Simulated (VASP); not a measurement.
Crystal: KF.

```
K F
1.0
     3.18682    0.00795    0.00795
     0.00795    3.18682    0.00795
     0.00795    0.00795    3.18682
K F
1 1
Direct
  0.00000 0.00000 0.00000
  0.50000 0.50000 0.50000
```

This cell differs from its parent crystal: strain along [111] +0.8%.

Base run:

* Program: VASP 6.6.1
* Functional: r2SCAN
* Potentials or basis: VASP PAW PBE potentials, release 64 (K_sv, F)
* Cutoff: 520 eV
* k mesh: 8 × 8 × 8
* Occupations: gaussian, width 0.01 eV
* Spin: no spin polarisation

Its results: band gap on the k mesh 7.67 eV, indirect (least direct gap 7.70 eV); pressure -0.3 GPa.

Task: The run is repeated on the same cell with these changes: functional from r2SCAN to PBE; occupations from gaussian, width 0.01 eV to fermi-dirac, width 0.02 eV. What comes out?

Result: Band gap on the k mesh 6.74 eV, indirect (least direct gap 6.78 eV); pressure 2.6 GPa.

Caveats: the PAW data sets were made with another functional, which shifts forces and pressure a little (some runs).

A k mesh can miss the band edges.
